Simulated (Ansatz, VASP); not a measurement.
**TiN in VASP and in Ansatz**

The input POSCAR:

```
TiN
1.0
    0.0000000000      2.1190000000      2.1190000000
    2.1190000000      0.0000000000      2.1190000000
    2.1190000000      2.1190000000      0.0000000000
Ti N
1 1
Direct
    0.0000000000      0.0000000000      0.0000000000
    0.5000000000      0.5000000000      0.5000000000
```

Contents of INCAR.step1:

```
ALGO = Normal ; EDIFF = 1E-5
ENCUT = 660 ; GGA = PE
GGA_COMPAT = False ; ISMEAR = 1
LASPH = True ; LCHARG = False
LREAL = False ; LWAVE = True
NBANDS = 16 ; NELM = 120
PREC = Accurate ; SIGMA = 0.05
```

File INCAR.step2:

```
ALGO = Normal ; EDIFF = 1E-6
ENCUT = 660 ; GGA_COMPAT = False
ISIF = 2 ; ISMEAR = 1
ISTART = 1 ; LASPH = True
LCHARG = False ; LMIXTAU = True
LREAL = False ; LWAVE = False
METAGGA = R2SCAN ; NBANDS = 16
NELM = 120 ; PREC = Accurate
SIGMA = 0.05
```

File KPOINTS:

```
k-points
0
Gamma
  9 9 9
```

Input for Ansatz:

```yaml
crystal:
  lattice:
    bravais: fcc
    a: 4.238
  space_group: 225
  atoms:
    - { symbol: Ti, position: [0.0, 0.0, 0.0] }
    - { symbol: "N", position: [0.5, 0.0, 0.0] }
  reduce_to_primitive: true
kpoints:
  mp_grid:
    grid: [9, 9, 9]
hamiltonian:
  xc: r2scan
  pseudopotentials:
    kind: nc
scf:
  convergence:
    dr2_threshold: 1.0e-09
  occupations:
    method: cold
    width: 0.05
output:
  stress: true
```

Alike in both runs: task single point; functional r2SCAN; k mesh 9 × 9 × 9; no spin polarisation.

```csv
,VASP,Ansatz
version,VASP 6.6.1,Ansatz 0.2.0
potentials or method,"VASP PAW PBE potentials, release 64 (Ti_sv, N)","plane waves, norm-conserving potentials"
plane-wave cutoff (eV),660,1252
occupations,"methfessel-paxton of order 1, width 0.05 eV","cold, width 0.05 eV"
valence electrons in the cell,17,17
```

Ansatz gave:

```
pressure (GPa) : -1.3
```

Problem. Estimate VASP's values.

Solution. Pressure (GPa): 0.4.

VASP's potentials were made for PBE, not for r2SCAN. Ansatz's warnings: stress scf threshold loose.
